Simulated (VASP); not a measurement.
# Mg8O9 (a cell with a defect) in VASP: further runs, part 2 of 2

VASP 6.6.1. The steps go on from the part before.

**3. Single point, PBEsol, collinear spin**

File INCAR:

```
PREC = Accurate ; ENCUT = 520
EDIFF = 1E-7 ; ISMEAR = -1
SIGMA = 0.05 ; LREAL = Auto
LASPH = T ; NELM = 150
ALGO = Normal ; ISIF = 2
LWAVE = F ; LCHARG = F
ISPIN = 2 ; MAGMOM = 0 0 0 0 0 0 0 0 0 0 0 0 0 0 0 0 1
LORBIT = 11 ; GGA = PS
NBANDS = 53
```

File KPOINTS:

```
regular mesh
0
Gamma
  2 2 2
```

File POSCAR:

```
Mg8O9
1.0
    0.0000000000      4.1948000000      4.1948000000
    4.1948000000      0.0000000000      4.1948000000
    4.1948000000      4.1948000000      0.0000000000
Mg O
8 9
Direct
    0.0266758844     -0.0074139411     -0.0152093068
    0.0381424621     -0.0540431010      0.4861733575
    0.0550085821      0.4557905025     -0.0022289501
    0.0298345571      0.4783899113      0.4722394393
    0.5003695051     -0.0167230857     -0.0106918089
    0.5028368456     -0.0058644035      0.4557785830
    0.5308119577      0.4672570802     -0.0049704396
    0.5545794794      0.4617741013      0.4658744159
    0.2657099266      0.2503337465      0.2182225613
    0.2725278917      0.2694764947      0.7169114141
    0.2507270907      0.7324187089      0.2362806332
    0.2450533994      0.7574496996      0.7485338991
    0.7680938305      0.2068275007      0.2376275389
    0.7632306665      0.2362210356      0.7412987508
    0.7482359111      0.7471869934      0.2458043292
    0.7734218556      0.7729450749      0.6132711929
    0.7462691904      0.6861471345      0.9062529799
```

Potentials or basis: VASP PAW PBE potentials, release 64 (Mg, O).

On the command line:

```console
$ cat potpaw_PBE.64/Mg/POTCAR potpaw_PBE.64/O/POTCAR > POTCAR
$ mpirun -np 1 vasp_std > vasp.out
```

Run time: 5 min. Hardware: 1 thread of Intel Xeon Platinum 8259CL at 2.50GHz (Skylake/Cascade Lake), shared host; peak memory 0.42 GiB.

It converged, with:

| Item | Value |
| --- | --- |
| Free energy | -100.3253 eV |
| Pressure | 22.1 GPa |
| Largest force | 3.039 eV/Å |
| Band gap on the k mesh | 3.16 eV |
| Net moment | 0.00 μB per cell |
| Valence electrons inside the program's atomic spheres | Mg 0.46, 0.45, 0.56, 0.48, 0.51, 0.53, 0.43 (each value once); O 5.16, 5.09, 5.13, 5.08, 5.12, 5.07, 5.10 (each value once) |

Forces in eV/Å, atoms in the order of the input:
```
Mg  -0.526 -0.999 -1.078
Mg   1.524 -0.410  0.442
Mg   0.314 -0.902  0.728
Mg  -0.404 -0.269 -0.605
Mg   2.673 -0.460  1.371
Mg   0.974 -0.596 -0.497
Mg  -0.047 -1.040  0.192
Mg   0.839 -0.157 -0.058
O   -0.156  2.032 -0.986
O   -0.779  0.398 -1.383
O   -0.490  0.696  1.111
O   -1.139  0.379  0.429
O    0.817  0.277  1.263
O   -0.568 -0.108  0.340
O   -1.075  0.464 -0.447
O    0.663  2.086 -0.968
O   -2.620 -1.390  0.145
```

Stress tensor (GPa, compression positive):
```
25.59 -0.19 -2.23
-0.19 26.83 -1.25
-2.23 -1.25 13.85
```

Levels at points of the mesh, in eV from the valence-band top:
Spin up:
| k point | band 33 | band 34 | band 35 | band 36 | band 37 | band 38 |
| --- | --- | --- | --- | --- | --- | --- |
| (0.00, 0.00, 0.00) | -1.21 | -1.11 | -1.11 | 3.66 | 4.36 | 6.24 |
| (0.50, 0.00, 0.00) | -1.38 | -1.29 | -0.77 | 4.31 | 5.56 | 6.36 |
| (0.00, 0.50, 0.00) | -1.49 | -1.30 | -0.51 | 4.23 | 5.64 | 6.35 |
| (0.00, 0.00, 0.50) | -1.35 | -1.06 | 0.00 | 3.16 | 5.74 | 5.90 |
| (0.50, 0.50, 0.50) | -1.43 | -1.24 | -0.35 | 3.63 | 5.83 | 6.02 |
| (0.50, 0.50, 0.00) | -1.46 | -0.84 | -0.47 | 4.16 | 6.70 | 7.09 |
| (0.00, 0.50, 0.50) | -1.50 | -1.14 | -0.29 | 3.52 | 6.70 | 6.83 |
| (0.50, 0.00, 0.50) | -1.58 | -1.20 | 0.00 | 3.35 | 6.61 | 6.87 |
Spin down:
```csv
k point,band 31,band 32,band 33,band 34,band 35,band 36,band 37,band 38,band 39,band 40
"(0.00, 0.00, 0.00)",-1.70,-1.55,-1.21,-1.11,-1.11,3.66,4.36,6.24,6.39,6.54
"(0.50, 0.00, 0.00)",-1.73,-1.61,-1.38,-1.29,-0.77,4.31,5.56,6.36,7.81,7.89
"(0.00, 0.50, 0.00)",-1.71,-1.66,-1.49,-1.30,-0.51,4.23,5.64,6.35,7.79,7.89
"(0.00, 0.00, 0.50)",-1.68,-1.50,-1.35,-1.06,0.00,3.16,5.74,5.90,7.88,7.92
"(0.50, 0.50, 0.50)",-1.78,-1.70,-1.43,-1.24,-0.35,3.63,5.83,6.02,7.92,8.07
"(0.50, 0.50, 0.00)",-1.88,-1.75,-1.46,-0.84,-0.47,4.16,6.70,7.09,7.84,8.07
"(0.00, 0.50, 0.50)",-1.88,-1.77,-1.50,-1.14,-0.29,3.52,6.70,6.83,7.67,8.08
"(0.50, 0.00, 0.50)",-1.85,-1.67,-1.58,-1.20,0.00,3.35,6.61,6.87,7.69,8.00
```

Caveat: the k points lie up to 0.65 Å⁻¹ apart; the atoms stand as in a frame of molecular dynamics; the PAW data sets were made with another functional, which shifts forces and pressure a little.

**4. Single point, PBEsol, collinear spin**

File INCAR:

```
SYSTEM = Mg8O9
ALGO     = Normal         ! electronic algorithm
EDIFF    = 1E-6           ! SCF threshold, eV
ENCUT    = 520            ! plane-wave cutoff, eV
GGA      = PS             ! functional
ISIF     = 2              ! what is computed and relaxed
ISMEAR   = -1             ! smearing method
ISPIN    = 2              ! spin polarisation
LASPH    = .True.         ! aspherical terms in the spheres
LCHARG   = .False.        ! write CHGCAR
LORBIT   = 11             ! projections on sites
LREAL    = Auto         
LWAVE    = .False.        ! write WAVECAR
MAGMOM   = 0 0 0 0 0 0 0 0 0 0 0 0 0 0 0 0 1 ! initial moments
NBANDS   = 53             ! bands
NELM     = 150            ! most SCF steps
PREC     = Accurate       ! precision mode
SIGMA    = 0.05           ! smearing width, eV
```

File KPOINTS:

```
k-points
0
Gamma
  2 2 2
  0 0 0
```

File POSCAR:

```
Mg8O9
1.0
    0.0000000000      4.1948000000      4.1948000000
    4.1948000000      0.0000000000      4.1948000000
    4.1948000000      4.1948000000      0.0000000000
Mg O
8 9
Direct
    0.0284876514     -0.0515876800      0.0154238581
    0.0006794126     -0.0493348908      0.4976041766
    0.0528392295      0.4494493182      0.0166754076
    0.0085582149      0.4210927815      0.5057452084
    0.4989034042     -0.0082006294     -0.0094164203
    0.5044459807     -0.0114308191      0.4762682369
    0.5522194145      0.4874249070     -0.0458543912
    0.4835510632      0.5002383904      0.4484838371
    0.2598216840      0.2281157624      0.2376752169
    0.2786783637      0.2125011920      0.7284495089
    0.2526699723      0.7433489082      0.2261371222
    0.2714312959      0.7272813960      0.7342900734
    0.7911938591      0.2050872509      0.2102126442
    0.7700724707      0.2029417374      0.7481643940
    0.7885954038      0.7029417374      0.2445885382
    0.7663535806      0.7042052064      0.6255602174
    0.7821827024      0.7092114046      0.8565605035
```

On the command line:

```console
$ cat potpaw_PBE.64/Mg/POTCAR potpaw_PBE.64/O/POTCAR > POTCAR
$ mpirun -np 1 vasp_std > vasp.out
```

Wall time 5 min (1 thread of Intel Xeon Platinum 8259CL at 2.50GHz (Skylake/Cascade Lake), shared host); peak memory 0.43 GiB.

Results (log left out):

```yaml
Free_energy: -100.1678 eV
Pressure: 22.8 GPa
Largest_force: 3.165 eV/Å
Band_gap_on_the_k_mesh: 4.23 eV
Net_moment: 0.00 μB per cell
Valence_electrons_inside_the_program's_atomic_spheres: Mg 0.51, 0.42, 0.55, 0.56, 0.49, 0.50, 0.43, 0.41; O 5.15, 5.09, 5.08, 5.10, 5.16, 5.12 (each value once)
```

Forces on the atoms (eV/Å):
```
Mg  -1.305 -2.862 -0.349
Mg   0.995  0.333  0.618
Mg  -0.348 -1.752  0.062
Mg  -2.235  0.367  0.697
Mg   1.215  0.468  0.797
Mg  -0.548 -2.017 -0.132
Mg  -0.190 -0.151 -2.128
Mg   0.157  2.751  0.572
O   -0.796  2.463  0.009
O    0.498 -0.267  0.443
O   -0.732  2.173  0.270
O   -0.618 -0.094 -0.281
O    2.435 -0.064 -0.356
O   -0.080 -0.446 -0.409
O    0.146 -1.216 -0.926
O    0.981  0.216  1.215
O    0.425  0.099 -0.103
```

Stress tensor (GPa, compression positive):
```
25.40 -0.01  1.01
-0.01 29.92 -0.22
 1.01 -0.22 13.10
```

Levels at points of the mesh, in eV from the valence-band top:
Spin up:
| k point | band 32 | band 33 | band 34 | band 35 | band 36 | band 37 | band 38 | band 39 |
| --- | --- | --- | --- | --- | --- | --- | --- | --- |
| (0.00, 0.00, 0.00) | -1.01 | -0.63 | -0.50 | -0.33 | 4.23 | 5.70 | 6.78 | 6.99 |
| (0.50, 0.00, 0.00) | -0.97 | -0.81 | -0.55 | -0.18 | 5.69 | 6.17 | 6.95 | 8.42 |
| (0.00, 0.50, 0.00) | -0.96 | -0.79 | -0.70 | -0.14 | 5.69 | 6.25 | 6.79 | 8.29 |
| (0.00, 0.00, 0.50) | -0.97 | -0.85 | -0.57 | -0.26 | 4.55 | 6.36 | 6.56 | 8.37 |
| (0.50, 0.50, 0.50) | -0.92 | -0.72 | -0.42 | -0.08 | 4.48 | 6.29 | 6.68 | 8.24 |
| (0.50, 0.50, 0.00) | -1.13 | -0.72 | -0.34 | 0.00 | 5.68 | 7.16 | 7.65 | 8.27 |
| (0.00, 0.50, 0.50) | -1.09 | -0.81 | -0.61 | -0.17 | 4.55 | 7.27 | 7.50 | 8.53 |
| (0.50, 0.00, 0.50) | -1.01 | -0.86 | -0.57 | -0.15 | 4.54 | 7.20 | 7.45 | 8.58 |
Spin down:
| k point | band 31 | band 32 | band 33 | band 34 | band 35 | band 36 | band 37 | band 38 | band 39 | band 40 |
| --- | --- | --- | --- | --- | --- | --- | --- | --- | --- | --- |
| (0.00, 0.00, 0.00) | -1.06 | -1.01 | -0.63 | -0.50 | -0.33 | 4.23 | 5.70 | 6.78 | 6.99 | 7.22 |
| (0.50, 0.00, 0.00) | -1.26 | -0.97 | -0.81 | -0.55 | -0.18 | 5.69 | 6.17 | 6.95 | 8.42 | 8.44 |
| (0.00, 0.50, 0.00) | -1.21 | -0.96 | -0.79 | -0.70 | -0.14 | 5.69 | 6.25 | 6.79 | 8.29 | 8.69 |
| (0.00, 0.00, 0.50) | -1.05 | -0.97 | -0.85 | -0.57 | -0.26 | 4.55 | 6.36 | 6.56 | 8.37 | 8.49 |
| (0.50, 0.50, 0.50) | -1.00 | -0.92 | -0.72 | -0.42 | -0.08 | 4.48 | 6.29 | 6.68 | 8.24 | 8.60 |
| (0.50, 0.50, 0.00) | -1.28 | -1.13 | -0.72 | -0.34 | 0.00 | 5.68 | 7.16 | 7.65 | 8.27 | 8.50 |
| (0.00, 0.50, 0.50) | -1.25 | -1.09 | -0.81 | -0.61 | -0.17 | 4.55 | 7.27 | 7.50 | 8.53 | 8.73 |
| (0.50, 0.00, 0.50) | -1.23 | -1.01 | -0.86 | -0.57 | -0.15 | 4.54 | 7.20 | 7.45 | 8.58 | 8.87 |

Caveat: the k points lie up to 0.65 Å⁻¹ apart; the atoms stand as in a frame of molecular dynamics; the PAW data sets were made with another functional, which shifts forces and pressure a little.

**5. The runs side by side**

```tsv
cell	gap on the mesh (eV)	pressure (GPa)	moment (μB)	largest force (eV/Å)
as given, atomic positions A	3.14	22.7	0.00	5.12
as given, atomic positions B	3.16	22.1	0.00	3.04
as given, atomic positions C	4.23	22.8	0.00	3.17
```

Alike in all rows: task single point; level PBEsol; potentials or basis VASP PAW PBE potentials, release 64 (Mg, O); spin collinear; k mesh 2 × 2 × 2; cutoff (eV) 520; smearing fermi-dirac 0.05 eV.

Caveats: all runs use coarse meshes; the atoms stand as in a frame of molecular dynamics; the PAW data sets were made with another functional, which shifts forces and pressure a little.

Total energies depend on the potentials used, so only differences within one code and one set of settings carry meaning.
